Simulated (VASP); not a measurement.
## LiZn3F2: single point with PBE

The system is LiZn3F2.

```xyz
6
Lattice="3.8773 2.2386 2.1493 -3.8773 2.2386 2.1493 0.0000 -4.4771 2.1493" Properties=species:S:1:pos:R:3 pbc="T T T"
Li    0.0000    0.0000    0.0000
Zn    0.0000    2.2386    2.1493
Zn    1.9387   -1.1193    2.1493
Zn   -1.9387   -1.1193    2.1493
F     0.0000    0.0000    4.7502
F     0.0000    0.0000    1.6978
```

```
Program                : VASP 6.6.1
Task                   : single point
Functional             : PBE
Potentials or basis    : VASP PAW PBE potentials, release 64 (Li_sv, Zn, F)
Cutoff                 : 520 eV
k mesh                 : 4 × 4 × 4
Occupations            : gaussian, width 0.1 eV
Spin                   : no spin polarisation
Dipole correction      : no
Further INCAR settings : ALGO = Normal; EDIFF = 1e-06; NBANDS = 36
```

| Quantity | Value |
| --- | --- |
| Largest force | 0.059 eV/Å |
| Band gap on the k mesh | zero (an odd number of electrons rules out a gap without spin polarisation) |

Forces in eV/Å, atoms in the order of the input:
```
Li   0.000  0.000  0.000
Zn   0.000  0.000  0.000
Zn   0.000  0.000  0.000
Zn   0.000  0.000  0.000
F    0.000  0.000 -0.059
F    0.000  0.000  0.059
```

Levels at points of the mesh, in eV from the Fermi level:
```tsv
k point	band 22	band 23	band 24	band 25	band 26	band 27	band 28	band 29	band 30	band 31
(0.00, 0.00, 0.00)	-5.08	-4.75	-4.75	-4.18	0.88	0.88	1.64	1.64	3.21	5.28
(0.50, 0.00, 0.00)	-5.23	-4.83	-4.68	-2.57	-1.86	0.61	1.60	4.23	4.67	4.87
(0.50, 0.50, 0.00)	-5.20	-5.02	-4.88	-1.75	-1.22	-0.54	0.92	4.07	4.20	4.45
(0.50, 0.50, 0.50)	-5.31	-5.31	-4.56	-0.87	-0.87	0.36	0.36	1.80	1.82	4.28
```

Wall time 36 s on 1 thread of Intel(R) Xeon(R) 6975P-C (Granite Rapids), on a shared host, peak memory 0.24 GiB.

Caveat: an odd number of electrons without spin polarisation forces a metal; a magnetic or distorted state may lie lower.
